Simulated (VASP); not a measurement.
# W (I4/mmm) in VASP: a series of runs

Runs on W. Level: LDA. Tasks: single point.

Everything below comes from runs of VASP 6.6.1. Logs are shortened: lines on timing, memory, paths and dates and some standing lists are left out, and cuts for length are marked.

### 1 The cell of the first run

It takes space group I4/mmm (No. 139, tetragonal). The conventional cell has a = 2.871 Å, b = 2.871 Å, c = 4.212 Å, α = 90.00°, β = 90.00°, γ = 90.00°. Within 3.8 Å of W (site symmetry 4/mmm) lie 12 W at 2.87 to 2.93 Å.

### 2 Single point, LDA (strain +0.0375 x Voigt [0, 1, 0, 0, 0, 0])

Contents of INCAR:

```
PREC = Accurate
ENCUT = 520
EDIFF = 1E-6
ISMEAR = 0
SIGMA = 0.15
LREAL = False
LASPH = True
NELM = 100
ALGO = Fast
ISIF = 2
LWAVE = False
LCHARG = True
GGA = CA
LELF = True
LVHAR = True
NBANDS = 13
```

Contents of KPOINTS:

```
regular mesh
0
Gamma
  20 20 20
```

Contents of POSCAR:

```
W
1.0
    0.0000000000      2.1061250000      2.0300000000
    2.0300000000      0.0000000000      2.0300000000
    2.0300000000      2.1061250000      0.0000000000
W
1
Direct
    0.0000000000      0.0000000000      0.0000000000
```

Potentials or basis: VASP PAW LDA potentials, release 64 (W_sv).

Started as:

```
> cat potpaw_LDA.64/W_sv/POTCAR > POTCAR
> mpirun -np 1 vasp_std > vasp.out
```

OUTCAR:

```text
PREC = Accurate
   ENCUT = 520
   EDIFF = 1E-6
   ISMEAR = 0
   LREAL = False
   LASPH = True
   NELM = 100
   ISIF = 2
   GGA = CA

 ion  position               nearest neighbor table
   1  0.000  0.000  0.000-

  LATTYP: Found a body centered tetragonal cell.
 ALAT       =     2.8708535316
 C/A-ratio  =     1.4672465710

  Lattice vectors:

 A1 = (   0.0000000000,  -2.1061250000,   2.0300000000)
 A2 = (   0.0000000000,  -2.1061250000,  -2.0300000000)
 A3 = (   2.0300000000,   2.1061250000,   0.0000000000)

Analysis of symmetry for initial positions (statically):
=====================================================================
 Subroutine PRICEL returns:
 Original cell was already a primitive cell.

 Routine SETGRP: Setting up the symmetry group for a
 body centered tetragonal supercell.

 Subroutine GETGRP returns: Found 16 space group operations
 (whereof 16 operations were pure point group operations)
 out of a pool of 16 trial point group operations.

The static configuration has the point symmetry D_4h.

Analysis of symmetry for dynamics (positions and initial velocities):
=====================================================================
 Subroutine PRICEL returns:
 Original cell was already a primitive cell.

 Routine SETGRP: Setting up the symmetry group for a
 body centered tetragonal supercell.

 Subroutine GETGRP returns: Found 16 space group operations
 (whereof 16 operations were pure point group operations)
 out of a pool of 16 trial point group operations.

The dynamic configuration has the point symmetry D_4h.

 Subroutine INISYM returns: Found 16 space group operations
 (whereof 16 operations are pure point group operations),
 and found     1 'primitive' translations

----------------------------------------------------------------------------------------

                                     Primitive cell

  volume of cell :      17.3583

  direct lattice vectors                    reciprocal lattice vectors
     0.000000000  2.106125000  2.030000000    -0.246305419  0.237402813  0.246305419
     2.030000000  0.000000000  2.030000000     0.246305419 -0.237402813  0.246305419
     2.030000000  2.106125000  0.000000000     0.246305419  0.237402813 -0.246305419

  length of vectors
     2.925177348  2.870853532  2.925177348     0.421536255  0.421536255  0.421536255

  position of ions in fractional coordinates (direct lattice)
     0.000000000  0.000000000  0.000000000

  ion indices of the primitive-cell ions
   primitive index   ion index
[... 77 lines left out ...]
   IBRION =     -1    ionic relax: 0-MD 1-quasi-New 2-CG
   NFREE  =      0    steps in history (QN), initial steepest desc. (CG)
   ISIF   =      2    stress and relaxation
   ISYM   =      2    0-nonsym 1-usesym 2-fastsym
   POTIM  = 0.5000    time-step for ionic-motion
   TEBEG  =    0.0;   TEEND  =   0.0 temperature during run
   PSTRESS=    0.0 pullay stress
   NELECT =      14.0000    total number of electrons
   NUPDOWN=      -1.0000    fix difference up-down
   EMIN   =  10.00;   EMAX   =-10.00  energy-range for DOS
   EFERMI =   0.00;   METHOD = LEGACY
   ISMEAR =     0;   SIGMA  =   0.15  broadening in eV -4-tet -1-fermi 0-gaus
   EFERMI_NEDOS =   21; number of points for ismear=-14 and -15
   IALGO  =     68    algorithm
   IMIX   =      4    mixing-type and parameters
     AMIX     =   0.40;   BMIX     =  1.00
     AMIX_MAG =   1.60;   BMIX_MAG =  1.00
  volume/ion in A,a.u.               =      17.36       117.14
  Fermi-wavevector in a.u.,A,eV,Ry     =   1.523873  2.879702 31.595298  2.322189
  Thomas-Fermi vector in A             =   2.632257
   LORBIT       =      0    0 simple, 1 ext, 2 COOP (PROOUT), +10 PAW based schemes
   GGA     = CA    functional components
   LHFCALC =     F    Hartree Fock is set to
   AEXX    =    0.0000 exact exchange contribution
   IVDW    =     0    specifies the selected vdW correction
   LEPSILON=     F    determine dielectric tensor
   LRPA    =     F    only Hartree local field effects (RPA)
 non-spin polarized calculation
 RMM-DIIS sequential band-by-band and
 Gauss-broadening in eV      SIGMA  =   0.15
  energy-cutoff  :      520.00
  volume of cell :       17.36
 maximum number of plane-waves:       489
 NGX is ok and might be reduce to    24
   NGX = 11   NGY = 11   NGZ = 11

 number of electron      13.9999999 magnetization

 Free energy of the ion-electron system (eV)
  ---------------------------------------------------
  ext. energy  EPLUGINS =         0.00000000
  ---------------------------------------------------
  free energy    TOTEN  =       -13.49770996 eV

  energy without entropy =      -13.48288038  energy(sigma->0) =      -13.49029517

 E-fermi :   9.6259     XC(G=0): -13.3175

 val. band max:        9.6234578635   @ k =   0.1500  -0.4000   0.1000
 cond. band min:       9.6320013037   @ k =   0.1500  -0.4500   0.1000
 fundamental gap:      0.0085434402
 Fermi energy:         9.6259053009

 k-point     1 :       0.0000    0.0000    0.0000
  band No.  band energies     occupation
      1     -63.7463      2.00000
      2     -27.7092      2.00000
      3     -27.6767      2.00000
      4     -27.6767      2.00000
      5       0.9817      2.00000
      6       8.7729      2.00000
      7       9.2313      1.99980
      8       9.2313      1.99980
      9      11.5604      0.00000
     10      12.2411      0.00000
     11      22.4171      0.00000
     12      26.5637      0.00000
     13      27.6457      0.00000
[... 354 lines left out ...]
  band No.  band energies     occupation
      1     -63.6746      2.00000
      2     -28.4924      2.00000
      3     -27.8347      2.00000
      4     -27.7812      2.00000
      5       4.2110      2.00000
      6       8.7423      2.00000
      7       8.9165      2.00000
      8       9.3223      1.99580
      9      12.9622      0.00000
     10      13.7047      0.00000
     11      20.7119      0.00000
     12      23.7027      0.00000
     13      28.9732      0.00000

 [... further k-points ...]
[... 5 lines left out ...]
  --------------------------------------------------------------------------------------
  -------------------------------------------------------------------------------------
  Total       -2.9825528     -2.0757041     -2.9825528     -0.0000000      0.0000000      0.0000000
  in kB     -275.2913142   -191.5886611   -275.2913142     -0.0000000      0.0000000      0.0000000
  external PRESSURE =    -247.3904298 kB  Pullay stress =       0.0000000 kB

 VOLUME and BASIS-vectors are now :
 -----------------------------------------------------------------------------
  energy-cutoff  :      520.00
  volume of cell :       17.36
      direct lattice vectors                 reciprocal lattice vectors
     0.000000000  2.106125000  2.030000000    -0.246305419  0.237402813  0.246305419
     2.030000000  0.000000000  2.030000000     0.246305419 -0.237402813  0.246305419
     2.030000000  2.106125000  0.000000000     0.246305419  0.237402813 -0.246305419

 POSITION                                       TOTAL-FORCE (eV/Angst)
 -----------------------------------------------------------------------------------
      0.00000      0.00000      0.00000         0.000000      0.000000      0.000000
 -----------------------------------------------------------------------------------
    total drift:                               -0.000000     -0.000000     -0.000000

  FREE ENERGIE OF THE ION-ELECTRON SYSTEM (eV)
  ---------------------------------------------------
  free  energy   TOTEN  =       -13.4977099569 eV

  energy  without entropy=      -13.4828803818  energy(sigma->0) =      -13.49029517
```

stdout:

```text
POSCAR found type information on POSCAR W
 POSCAR found :  1 types and       1 ions
 scaLAPACK will be used
 LDA part: xc-table for (Slater(with rela. corr.)+CA(PZ))
 , standard interpolation
 POSCAR, INCAR and KPOINTS ok, starting setup
 FFT: planning ... GRIDC
 FFT: planning ... GRID_SOFT
 FFT: planning ... GRID
 WAVECAR not read
 entering main loop
WARNING in EDDRMM: call to ZHEGV failed, returncode =   6  3     12
```

Run time: 86 s. Hardware: 1 thread of AMD EPYC 9R45 (Zen 5), shared host; peak memory 0.21 GiB.

Results:

- Free energy: -13.4977 eV
- Pressure: -24.7 GPa
- Band gap on the k mesh: zero (band 7 reaches 12.73 eV, above the bottom of band 8 at 9.16 eV)

Stress tensor (GPa, compression positive):
```
-27.53   0.00   0.00
  0.00 -19.16   0.00
  0.00   0.00 -27.53
```

Levels at points of the mesh, in eV from the Fermi level:
```tsv
k point	band 5	band 6	band 7	band 8	band 9	band 10
(0.00, 0.00, 0.00)	-8.64	-0.85	-0.39	-0.39	1.93	2.62
(0.50, 0.00, 0.00)	-5.31	-1.01	-0.51	0.61	4.44	4.72
(0.50, 0.50, 0.00)	-5.12	-4.23	3.10	4.48	4.99	5.55
(0.50, 0.00, 0.50)	-5.17	-4.15	2.41	4.57	5.23	5.23
```

Caveat: the cell differs from its parent crystal (strain +0.0375 x Voigt [0, 1, 0, 0, 0, 0]); spin-orbit coupling is left out, which moves the levels of the heavy elements.

### 3 Single point, LDA (strain +0.0750 x Voigt [0, 1, 0, 0, 0, 0])

Contents of INCAR:

```
SYSTEM = W
PREC = Accurate
ENCUT = 520
EDIFF = 1E-7
ISMEAR = 0
SIGMA = 0.15
LREAL = .False.
LASPH = .True.
NELM = 80
ALGO = Fast
ISIF = 2
LWAVE = .False.
LCHARG = .False.
NBANDS = 13
```

Contents of KPOINTS:

```
regular mesh
0
Gamma
  20 20 20
  0 0 0
```

Contents of POSCAR:

```
W
1.0
    0.0000000000      2.1822500000      2.0300000000
    2.0300000000      0.0000000000      2.0300000000
    2.0300000000      2.1822500000      0.0000000000
W
1
Direct
    0.0000000000      0.0000000000      0.0000000000
```

Potentials or basis: VASP PAW LDA potentials, release 64 (W_sv).

Started as:

```
> cat potpaw_LDA.64/W_sv/POTCAR > POTCAR
> mpirun -np 1 vasp_std > vasp.out
```

OUTCAR:

```text
SYSTEM = W
   PREC = Accurate
   ENCUT = 520
   EDIFF = 1E-7
   ISMEAR = 0
   LREAL = .False.
   LASPH = .True.
   NELM = 80
   ISIF = 2

 ion  position               nearest neighbor table
   1  0.000  0.000  0.000-

  LATTYP: Found a body centered tetragonal cell.
 ALAT       =     2.8708535316
 C/A-ratio  =     1.5202795796

  Lattice vectors:

 A1 = (   0.0000000000,  -2.1822500000,   2.0300000000)
[... 554 lines left out ...]
      1     -64.2303      2.00000
      2     -28.9760      2.00000
      3     -28.4234      2.00000
      4     -28.3219      2.00000
      5       3.8944      2.00000
      6       8.1495      2.00000
      7       8.4092      2.00000
      8       9.1179      1.71657
      9      12.3378      0.00000
     10      12.9962      0.00000
     11      19.9699      0.00000
     12      22.8816      0.00000
     13      28.1487      0.00000

 [... further k-points ...]
[... 5 lines left out ...]
  --------------------------------------------------------------------------------------
  -------------------------------------------------------------------------------------
  Total       -3.9367459     -2.7246299     -3.9367459      0.0000000      0.0000000      0.0000000
  in kB     -350.6883954   -242.7121565   -350.6883954      0.0000000      0.0000000      0.0000000
  external PRESSURE =    -314.6963157 kB  Pullay stress =       0.0000000 kB

 VOLUME and BASIS-vectors are now :
 -----------------------------------------------------------------------------
  energy-cutoff  :      520.00
  volume of cell :       17.99
      direct lattice vectors                 reciprocal lattice vectors
     0.000000000  2.182250000  2.030000000    -0.246305419  0.229121320  0.246305419
     2.030000000  0.000000000  2.030000000     0.246305419 -0.229121320  0.246305419
     2.030000000  2.182250000  0.000000000     0.246305419  0.229121320 -0.246305419

 POSITION                                       TOTAL-FORCE (eV/Angst)
 -----------------------------------------------------------------------------------
      0.00000      0.00000      0.00000         0.000000      0.000000      0.000000
 -----------------------------------------------------------------------------------
    total drift:                               -0.000000     -0.000000      0.000000

  FREE ENERGIE OF THE ION-ELECTRON SYSTEM (eV)
  ---------------------------------------------------
  free  energy   TOTEN  =       -13.4130045459 eV

  energy  without entropy=      -13.3986346284  energy(sigma->0) =      -13.40581959
```

OSZICAR:

```text
N       E                     dE             d eps       ncg     rms          rms(c)
DAV:   1     0.840233378686E+02    0.84023E+02   -0.74969E+03 16740   0.119E+03
DAV:   2    -0.124819157534E+02   -0.96505E+02   -0.93055E+02 18596   0.312E+02
DAV:   3    -0.141879139531E+02   -0.17060E+01   -0.16974E+01 18496   0.401E+01
DAV:   4    -0.141960726297E+02   -0.81587E-02   -0.81582E-02 18516   0.308E+00
DAV:   5    -0.141961547603E+02   -0.82131E-04   -0.82132E-04 18856   0.291E-01    0.163E+01
RMM:   6    -0.135543065639E+02    0.64185E+00   -0.55294E-01 18092   0.647E+00    0.591E+00
RMM:   7    -0.134175923596E+02    0.13671E+00   -0.30940E-01 18143   0.475E+00    0.960E-01
RMM:   8    -0.134134612973E+02    0.41311E-02   -0.12972E-02 20441   0.118E+00    0.212E-01
RMM:   9    -0.134130189435E+02    0.44235E-03   -0.16646E-03 20129   0.456E-01    0.402E-02
RMM:  10    -0.134130037339E+02    0.15210E-04   -0.27584E-04 21044   0.198E-01    0.202E-02
RMM:  11    -0.134130041059E+02   -0.37199E-06   -0.25179E-05 21412   0.625E-02    0.353E-03
RMM:  12    -0.134130044689E+02   -0.36297E-06   -0.66758E-06 21200   0.296E-02    0.110E-03
RMM:  13    -0.134130045459E+02   -0.77070E-07   -0.96263E-07 18308   0.109E-02
   1 F= -.13413005E+02 E0= -.13405820E+02  d E =-.143699E-01
```

It took 90 s on 1 thread of AMD EPYC 9R45 (Zen 5), shared host; peak memory 0.22 GiB.

What came out:

| Item | Value |
| --- | --- |
| Free energy | -13.4130 eV |
| Pressure | -31.5 GPa |
| Band gap on the k mesh | zero (band 7 reaches 12.32 eV, above the bottom of band 8 at 8.84 eV) |

Caveat: the cell differs from its parent crystal (strain +0.0750 x Voigt [0, 1, 0, 0, 0, 0]); spin-orbit coupling is left out, which moves the levels of the heavy elements.

### 4 Single point, LDA (strain -0.0375 x Voigt [0, 1, 0, 0, 0, 0])

Contents of INCAR:

```
SYSTEM = W
  ALGO = Fast
  EDIFF = 1E-6
  ENCUT = 520
  ISIF = 2
  ISMEAR = 0
  LASPH = .TRUE.
  LCHARG = .FALSE.
  LREAL = .FALSE.
  LWAVE = .FALSE.
  NBANDS = 13
  NELM = 60
  PREC = Accurate
  SIGMA = 0.15
```

Contents of KPOINTS:

```
k-points
0
G
  20 20 20
  0 0 0
```

Contents of POSCAR:

```
W
1.0
    0.0000000000      1.9538750000      2.0300000000
    2.0300000000      0.0000000000      2.0300000000
    2.0300000000      1.9538750000      0.0000000000
W
1
Direct
    0.0000000000      0.0000000000      0.0000000000
```

Started as:

```
> cat potpaw_LDA.64/W_sv/POTCAR > POTCAR
> mpirun -np 1 vasp_std > vasp.out
```

Wall time 88 s (1 thread of AMD EPYC 9R45 (Zen 5), shared host); peak memory 0.2 GiB.

The run converged. Its results:

```yaml
Free_energy: -13.6269 eV
Pressure: -6.4 GPa
Band_gap_on_the_k_mesh: zero (band 7 reaches 14.44 eV, above the bottom of band 8 at 10.08 eV)
```

Stress tensor (GPa, compression positive):
```
 -2.33   0.00   0.00
  0.00 -14.46   0.00
  0.00   0.00  -2.33
```

Levels at points of the mesh, in eV from the Fermi level:
```csv
k point,band 3,band 4,band 5,band 6,band 7,band 8,band 9,band 10,band 11,band 12
"(0.00, 0.00, 0.00)",-37.10,-37.07,-9.04,-0.81,-0.81,-0.31,2.14,2.87,12.88,17.68
"(0.50, 0.00, 0.00)",-37.30,-37.21,-5.72,-1.18,-0.59,0.81,4.90,5.28,10.55,12.48
"(0.50, 0.50, 0.00)",-37.54,-37.47,-5.67,-4.63,3.01,5.01,5.55,6.13,11.82,12.45
"(0.50, 0.00, 0.50)",-37.60,-37.60,-5.63,-4.75,3.78,5.01,5.88,5.88,11.55,11.55
```

Caveat: the cell differs from its parent crystal (strain -0.0375 x Voigt [0, 1, 0, 0, 0, 0]); spin-orbit coupling is left out, which moves the levels of the heavy elements.

### 5 Overview

| cell | further INCAR settings | gap on the mesh (eV) | pressure (GPa) |
| --- | --- | --- | --- |
| a = 2.925, b = 2.871 Å, angles 60.6, 58.8, 60.6°, 1 atom | ALGO = Fast; EDIFF = 1e-06; NBANDS = 13 | none | -24.7 |
| a = 2.980, b = 2.871 Å, angles 61.2, 57.6, 61.2°, 1 atom | ALGO = Fast; EDIFF = 1e-07; NBANDS = 13 | none | -31.5 |
| a = 2.818, b = 2.871 Å, angles 59.4, 61.3, 59.4°, 1 atom | ALGO = Fast; EDIFF = 1e-06; NBANDS = 13 | none | -6.4 |

Alike in all rows: task single point; level LDA; potentials or basis VASP PAW LDA potentials, release 64 (W_sv); no spin polarisation; k mesh 20 × 20 × 20; cutoff (eV) 520; smearing gaussian 0.15 eV.

Caveats: spin-orbit coupling is left out, which moves the levels of the heavy elements.

Total energies depend on the potentials used, so only differences within one code and one set of settings carry meaning.
